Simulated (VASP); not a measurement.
# Re (P6/mmm) in VASP: a series of runs

Runs on Re. Level: PBEsol. Tasks: relaxation of cell and atoms.

Program: VASP 6.6.1. These are calculated values, not measurements. Logs are shortened: lines on timing, memory, paths and dates and some standing lists are left out, and cuts for length are marked.

### 1 The cell of the first run

Symmetry: P6/mmm, No. 191, hexagonal system. Conventional cell: a = 2.529 Å, b = 2.529 Å, c = 2.377 Å, α = 90.00°, β = 90.00°, γ = 120.00°. Within 3.1 Å of Re (site symmetry 6/mmm) lie 8 Re at 2.38 to 2.53 Å.

This isn't the form of Re at room conditions, which is hcp.

### 2 Relaxation of cell and atoms, PBEsol, target pressure 70 GPa, at which the enthalpy is minimised

Contents of INCAR:

```
PREC = Accurate
ENCUT = 600
EDIFF = 1E-7
ISMEAR = -1
SIGMA = 0.1
LREAL = F
LASPH = T
NELM = 80
ALGO = Normal
ISIF = 3
LWAVE = F
LCHARG = F
GGA = PS
IBRION = 2
NSW = 60
EDIFFG = -0.005
PSTRESS = 700.0
```

Contents of KPOINTS:

```
regular mesh
0
Gamma
  17 17 16
```

Contents of POSCAR:

```
Re
1.0
    2.5286119072      0.0000000000      0.0000000000
   -1.2643059536      2.1898421479      0.0000000000
    0.0000000000      0.0000000000      2.3768951928
Re
1
Direct
    0.0000000000      0.0000000000      0.0000000000
```

Potentials or basis: VASP PAW PBE potentials, release 64 (Re).

Launch:

```
> cat potpaw_PBE.64/Re/POTCAR > POTCAR
> mpirun -np 1 vasp_std > vasp.out
```

OUTCAR:

```text
PREC = Accurate
   ENCUT = 600
   EDIFF = 1E-7
   ISMEAR = -1
   LREAL = F
   LASPH = T
   NELM = 80
   ISIF = 3
   GGA = PS
   IBRION = 2
   NSW = 60
   EDIFFG = -0.005
   PSTRESS = 700.0

 ion  position               nearest neighbor table
   1  0.000  0.000  0.000-

  LATTYP: Found a hexagonal cell.
 ALAT       =     2.5286119072
 C/A-ratio  =     0.9400000000

  Lattice vectors:

 A1 = (   2.5286119072,   0.0000000000,   0.0000000000)
 A2 = (  -1.2643059536,   2.1898421479,   0.0000000000)
 A3 = (   0.0000000000,   0.0000000000,   2.3768951928)

Analysis of symmetry for initial positions (statically):
=====================================================================
 Subroutine PRICEL returns:
 Original cell was already a primitive cell.

 Routine SETGRP: Setting up the symmetry group for a
 hexagonal supercell.

 Subroutine GETGRP returns: Found 24 space group operations
 (whereof 24 operations were pure point group operations)
 out of a pool of 24 trial point group operations.

The static configuration has the point symmetry D_6h.

Analysis of symmetry for dynamics (positions and initial velocities):
=====================================================================
 Subroutine PRICEL returns:
 Original cell was already a primitive cell.

 Routine SETGRP: Setting up the symmetry group for a
 hexagonal supercell.

 Subroutine GETGRP returns: Found 24 space group operations
 (whereof 24 operations were pure point group operations)
 out of a pool of 24 trial point group operations.

The dynamic configuration has the point symmetry D_6h.

 Subroutine INISYM returns: Found 24 space group operations
 (whereof 24 operations are pure point group operations),
 and found     1 'primitive' translations

----------------------------------------------------------------------------------------

                                     Primitive cell

  volume of cell :      13.1615

  direct lattice vectors                    reciprocal lattice vectors
     2.528611907  0.000000000  0.000000000     0.395473895  0.228326960  0.000000000
    -1.264305954  2.189842148  0.000000000     0.000000000  0.456653920  0.000000000
     0.000000000  0.000000000  2.376895193     0.000000000  0.000000000  0.420716910

  length of vectors
     2.528611907  2.528611907  2.376895193     0.456653920  0.456653920  0.420716910

  position of ions in fractional coordinates (direct lattice)
     0.000000000  0.000000000  0.000000000

  ion indices of the primitive-cell ions
   primitive index   ion index
                 1           1

----------------------------------------------------------------------------------------

 KPOINTS: regular mesh

Automatic generation of k-mesh.
 Grid dimensions read from file:
 generate k-points for:   17   17   16

 Generating k-lattice:

  Cartesian coordinates                     Fractional coordinates (reciprocal lattice)
     0.023263170  0.013430998  0.000000000     0.058823529 -0.000000000  0.000000000
     0.000000000  0.026861995  0.000000000     0.000000000  0.058823529  0.000000000
     0.000000000  0.000000000  0.026294807     0.000000000  0.000000000  0.062500000

  Length of vectors
     0.026861995  0.026861995  0.026294807

  Shift w.r.t. Gamma in fractional coordinates (k-lattice)
     0.000000000  0.000000000  0.000000000

 Subroutine IBZKPT returns following result:
 ===========================================

 Found    297 irreducible k-points:

 Following reciprocal coordinates:
            Coordinates               Weight
  0.000000  0.000000  0.000000      1.000000
  0.058824 -0.000000  0.000000      6.000000
  0.117647  0.000000  0.000000      6.000000
  0.176471  0.000000  0.000000      6.000000
  0.235294  0.000000  0.000000      6.000000
  0.294118  0.000000  0.000000      6.000000
[... 16 lines left out ...]
  0.411765  0.117647  0.000000     12.000000
  0.176471  0.176471  0.000000      6.000000
 [... further k-points ...]
   k-points           NKPTS =    297   k-points in BZ     NKDIM =    297   number of bands    NBANDS=      7
   number of dos      NEDOS =    301   number of ions     NIONS =      1
   total plane-waves  NPLWV =   8000
   dimension x,y,z NGX =    20 NGY =   20 NGZ =   20
   dimension x,y,z NGXF=    40 NGYF=   40 NGZF=   40
   ions per type =               1
   NGX,Y,Z   is equivalent  to a cutoff of  13.15, 13.15, 13.99 a.u.
   NGXF,Y,Z  is equivalent  to a cutoff of  26.30, 26.30, 27.98 a.u.
 SYSTEM =  unknown system
   PREC   = accura    normal or accurate (medium, high low for compatibility)
   ISTART =      0    job   : 0-new  1-cont  2-samecut
   ICHARG =      2    charge: 1-file 2-atom 10-const
   ISPIN  =      1    spin polarized calculation?
   LNONCOLLINEAR =      F non collinear calculations
   LSORBIT =      F    spin-orbit coupling
   LASPH  =      T    aspherical Exc in radial PAW
   ENCUT  =  600.0 eV  44.10 Ry    6.64 a.u.   5.05  5.05  4.75*2*pi/ulx,y,z
   NELM   =     80;   NELMIN=  2; NELMDL= -5     # of ELM steps
   EDIFF  = 0.1E-06   stopping-criterion for ELM
   LREAL  =      F    real-space projection
   EDIFFG = -.5E-02   stopping-criterion for IOM
   NSW    =     60    number of steps for IOM
   IBRION =      2    ionic relax: 0-MD 1-quasi-New 2-CG
   NFREE  =      1    steps in history (QN), initial steepest desc. (CG)
   ISIF   =      3    stress and relaxation
   ISYM   =      2    0-nonsym 1-usesym 2-fastsym
   POTIM  = 0.5000    time-step for ionic-motion
   TEBEG  =    0.0;   TEEND  =   0.0 temperature during run
   PSTRESS=  700.0 pullay stress
   NELECT =       7.0000    total number of electrons
   NUPDOWN=      -1.0000    fix difference up-down
   EMIN   =  10.00;   EMAX   =-10.00  energy-range for DOS
   EFERMI =   0.00;   METHOD = LEGACY
   ISMEAR =    -1;   SIGMA  =   0.10  broadening in eV -4-tet -1-fermi 0-gaus
   EFERMI_NEDOS =   21; number of points for ismear=-14 and -15
   IALGO  =     38    algorithm
   IMIX   =      4    mixing-type and parameters
     AMIX     =   0.40;   BMIX     =  1.00
     AMIX_MAG =   1.60;   BMIX_MAG =  1.00
  volume/ion in A,a.u.               =      13.16        88.82
  Fermi-wavevector in a.u.,A,eV,Ry     =   1.326394  2.506521 23.937011  1.759321
  Thomas-Fermi vector in A             =   2.455784
   LORBIT       =      0    0 simple, 1 ext, 2 COOP (PROOUT), +10 PAW based schemes
   GGA     = PS    functional components
   LHFCALC =     F    Hartree Fock is set to
   AEXX    =    0.0000 exact exchange contribution
   IVDW    =     0    specifies the selected vdW correction
   LEPSILON=     F    determine dielectric tensor
   LRPA    =     F    only Hartree local field effects (RPA)
 conjugate gradient relaxation of ions
 non-spin polarized calculation
  energy-cutoff  :      600.00
  volume of cell :       13.16
 maximum number of plane-waves:       452
   NGX = 11   NGY = 11   NGZ =  9

--------------------------------------- Ionic step        1  -------------------------------------------

 number of electron       6.9999999 magnetization

 Free energy of the ion-electron system (eV)
  ---------------------------------------------------
  ext. energy  EPLUGINS =         0.00000000
  ---------------------------------------------------
  free energy    TOTEN  =       -11.63453765 eV

  energy without entropy =      -11.59963632  energy(sigma->0) =      -11.61708698

------------------------ aborting loop because EDIFF is reached ----------------------------------------

  FORCE on cell =-STRESS in cart. coord.  units (eV):
  Direction    XX          YY          ZZ          XY          YZ          ZX
  --------------------------------------------------------------------------------------
  -------------------------------------------------------------------------------------
  Total        8.4793648      8.4793648      4.6445099      0.0000000     -0.0000000     -0.0000000
  in kB     1032.2119448   1032.2119447    565.3865254      0.0000000     -0.0000000     -0.0000000
  external PRESSURE =     176.6034716 kB  Pullay stress =     700.0000000 kB
[... 94 lines left out ...]
  energy  without entropy=      -11.9485778950  energy(sigma->0) =      -11.96400462

  enthalpy is  TOTEN    =        -5.9617989828 eV   P V=        6.0176323608

 E-fermi :  10.1331     XC(G=0): -14.4427

 val. band max:       10.1235933089   @ k =   0.1765   0.1176   0.2500
 cond. band min:      10.1375048222   @ k =   0.2353   0.0588   0.2500
 fundamental gap:      0.0139115133
 Fermi energy:        10.1331206195

 k-point     1 :       0.0000    0.0000    0.0000
  band No.  band energies     occupation
      1      -1.1539      2.00000
      2       2.1929      2.00000
      3       7.1916      2.00000
      4       7.1916      2.00000
      5      16.2857      0.00000
      6      16.2857      0.00000
      7      22.7949      0.00000
[... 221 lines left out ...]
 k-point    24 :       0.1765    0.1765    0.0000
  band No.  band energies     occupation
      1       2.0039      2.00000
      2       3.8168      2.00000
      3       4.8040      2.00000
      4      11.7437      0.00000
      5      13.7880      0.00000
      6      15.4453      0.00000
      7      23.9545      0.00000

 [... further k-points ...]

[... ionic steps 4 to 8 ...]

--------------------------------------- Ionic step        9  -------------------------------------------

 number of electron       7.0000001 magnetization

------------------------ aborting loop because EDIFF is reached ----------------------------------------
[... 69 lines left out ...]
--------------------------------------- Ionic step       11  -------------------------------------------

 number of electron       7.0000001 magnetization

 Free energy of the ion-electron system (eV)
  ---------------------------------------------------
  ext. energy  EPLUGINS =         0.00000000
  ---------------------------------------------------
  free energy    TOTEN  =       -11.87615354 eV

  energy without entropy =      -11.84658155  energy(sigma->0) =      -11.86136755

 E-fermi :   9.4295     XC(G=0): -14.1907

 val. band max:        9.4293230090   @ k =   0.1176   0.1176   0.3125
 cond. band min:       9.4394981482   @ k =   0.2941   0.1765   0.5000
 fundamental gap:      0.0101751392
 Fermi energy:         9.4294747702

 k-point     1 :       0.0000    0.0000    0.0000
  band No.  band energies     occupation
      1      -1.5279      2.00000
      2       2.3203      2.00000
      3       6.9370      2.00000
      4       6.9370      2.00000
      5      14.6621      0.00000
      6      14.6621      0.00000
      7      22.8515      0.00000
[... 221 lines left out ...]
 k-point    24 :       0.1765    0.1765    0.0000
  band No.  band energies     occupation
      1       1.7410      2.00000
      2       4.0208      2.00000
      3       4.5580      2.00000
      4      11.5157      0.00000
      5      11.7789      0.00000
      6      13.6950      0.00000
      7      23.2343      0.00000

 [... further k-points ...]

------------------------ aborting loop because EDIFF is reached ----------------------------------------

  FORCE on cell =-STRESS in cart. coord.  units (eV):
  Direction    XX          YY          ZZ          XY          YZ          ZX
  --------------------------------------------------------------------------------------
  -------------------------------------------------------------------------------------
  Total        5.9019974      5.9019974      5.8977768      0.0000000      0.0000000      0.0000000
  in kB      700.1233565    700.1233564    699.6226985      0.0000000      0.0000000      0.0000000
  external PRESSURE =      -0.0435295 kB  Pullay stress =     700.0000000 kB
[... 20 lines left out ...]
  energy  without entropy=      -11.8465815464  energy(sigma->0) =      -11.86136755

  enthalpy is  TOTEN    =        -5.9751960778 eV   P V=        5.9009574667

 reached required accuracy - stopping structural energy minimisation
```

Wall time 3.6 min (1 thread of AMD EPYC 7R13, shared host); peak memory 0.17 GiB.

What came out:

```
Free energy                                                : -11.8762 eV
Relaxed volume                                             : 13.51 Å³/atom
Relaxed cell                                               : a = 2.595 Å, b = 2.595 Å, c = 2.316 Å, α = 90.00°, β = 90.00°, γ = 120.00°
Space group after relaxing (to 0.1 Å)                      : P6/mmm (No. 191)
Energy change on relaxing (the run minimises the enthalpy) : -241.6 meV/atom
Ionic steps                                                : 11
Pressure after relaxing                                    : 70.0 GPa
Band gap on the k mesh                                     : zero (an odd number of electrons rules out a gap without spin polarisation)
```

Step by step:
```csv
step,energy change (eV),largest force (eV/Å),pressure (GPa),volume (Å³)
1,0.0000,0.0000,87.66,13.16
2,-0.3224,0.0000,9.52,15.96
3,-0.3449,0.0000,58.81,13.77
4,-0.3208,0.0000,61.15,13.72
5,0.2633,0.0000,104.46,12.87
6,-0.2654,0.0000,67.61,13.56
7,-0.2580,0.0000,68.38,13.54
8,-0.2565,0.0000,68.53,13.54
9,-0.1890,0.0000,75.08,13.39
10,-0.2419,0.0000,69.98,13.51
11,-0.2416,0.0000,70.00,13.51
```

Final structure:
```xyz
1
Lattice="2.5949 0.0000 0.0000 -1.2975 2.2473 0.0000 0.0000 0.0000 2.3160" Properties=species:S:1:pos:R:3 pbc="T T T"
Re   -1.2975    2.2473    0.0000
```

Caveat: the cell is relaxed towards a set pressure, so the run minimises the enthalpy, not the energy; the PAW data sets were made with another functional, which shifts forces and pressure a little; spin-orbit coupling is left out, which moves the levels of the heavy elements.

### 3 Relaxation of cell and atoms, PBEsol, target pressure 70 GPa, at which the enthalpy is minimised

This run uses another cell than the first one, of 13.51 Å³/atom.

Contents of INCAR:

```
SYSTEM = Re
ALGO = Normal
EDIFF = 1E-7
EDIFFG = -0.005
ENCUT = 600
GGA = PS
IBRION = 2
ISIF = 3
ISMEAR = -1
LASPH = .True.
LCHARG = .False.
LREAL = .False.
LWAVE = .False.
NELM = 80
NSW = 32
PREC = Accurate
PSTRESS = 700.0
SIGMA = 0.1
```

Contents of KPOINTS:

```
k-points
0
Gamma
  17 17 16
  0 0 0
```

Contents of POSCAR:

```
Re
1.0
    2.5892804081      0.0000000000      0.0000000000
   -1.2946402041      2.2423826110      0.0000000000
    0.0000000000      0.0000000000      2.3264854342
Re
1
Direct
    0.0000000000      0.0000000000      0.0000000000
```

Potentials or basis: VASP PAW PBE potentials, release 64 (Re).

Launch:

```
> cat potpaw_PBE.64/Re/POTCAR > POTCAR
> mpirun -np 1 vasp_std > vasp.out
```

Run time: 1.8 min. Hardware: 1 thread of AMD EPYC 7R13, shared host; peak memory 0.17 GiB.

It converged, with:

| Property | Result |
| --- | --- |
| Free energy | -11.8766 eV |
| Energy change on relaxing (the run minimises the enthalpy) | -1.0 meV/atom |
| Ionic steps | 7 |
| Pressure after relaxing | 70.0 GPa |
| Band gap on the k mesh | zero (an odd number of electrons rules out a gap without spin polarisation) |

The path:
```csv
step,energy change (eV),largest force (eV/Å),pressure (GPa),volume (Å³)
1,0.0000,0.0000,69.94,13.51
2,0.0222,0.0000,71.22,13.49
3,-0.0003,0.0000,70.06,13.51
4,-0.0003,0.0000,70.07,13.51
5,-0.0003,0.0000,70.07,13.51
6,-0.0045,0.0000,69.64,13.52
7,-0.0010,0.0000,70.00,13.51
```

Final structure:
```
Re
1.0
     2.59512    0.00000    0.00000
    -1.29756    2.24744    0.00000
     0.00000    0.00000    2.31588
Re
1
Cartesian
  0.0000 0.0000 0.0000
```

Levels at points of the mesh, in eV from the Fermi level:
```
           k point  band 1  band 2  band 3  band 4  band 5  band 6
(0.00, 0.00, 0.00)  -10.96   -7.11   -2.49   -2.49    5.23    5.23
(0.00, 0.00, 0.50)   -6.61   -1.04   -1.04   -0.94   -0.74   -0.74
```

Caveat: the cell is relaxed towards a set pressure, so the run minimises the enthalpy, not the energy; the PAW data sets were made with another functional, which shifts forces and pressure a little; spin-orbit coupling is left out, which moves the levels of the heavy elements.

[end of part 1 of 2]
